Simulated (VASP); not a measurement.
CsCl (CsCl type), 2 atoms in the cell. Symmetry: Pm-3m, No. 221, cubic system. The conventional cell has a = 4.214 Å, b = 4.214 Å, c = 4.214 Å, α = 90.00°, β = 90.00°, γ = 90.00°. Cs (site symmetry m-3m) has 8 Cl at 3.65 Å and 6 Cs at 4.21 Å within 4.8 Å. Cl (site symmetry m-3m) has 8 Cs at 3.65 Å and 6 Cl at 4.21 Å within 4.8 Å. 

- Program: VASP 6.6.1
- Task: single point
- Functional: HSE06
- Potentials or basis: VASP PAW PBE potentials, release 64 (Cs_sv, Cl)
- Cutoff: 400 eV
- k mesh: 4 × 4 × 4
- Occupations: fermi-dirac, width 0.05 eV
- Spin: no spin polarisation
- Dipole correction: no
- Grid for exact exchange (PRECFOCK): Normal
- Further INCAR settings: ALGO = Normal; EDIFF = 1e-06; NBANDS = 15
- Share of exact exchange: 0.25
- Screening parameter: 0.2079 1/Å

Potentials or basis: VASP PAW PBE potentials, release 64 (Cs_sv, Cl).

Command:

```bash
$ cat potpaw_PBE.64/Cs_sv/POTCAR potpaw_PBE.64/Cl/POTCAR > POTCAR
$ cp INCAR.step1 INCAR
$ mpirun -np 1 vasp_std > vasp.out
$ cp INCAR.step2 INCAR
$ mpirun -np 1 vasp_std > vasp.out
```

Hardware: 1 thread of Intel(R) Xeon(R) Platinum 8259CL CPU @ 2.50GHz (Skylake/Cascade Lake), on a shared host.

How long does it take, and how much memory?

It took 6.2 min on 1 thread of Intel(R) Xeon(R) Platinum 8259CL CPU @ 2.50GHz (Skylake/Cascade Lake), on a shared host, peak memory 0.26 GiB. Counts: k points 10.
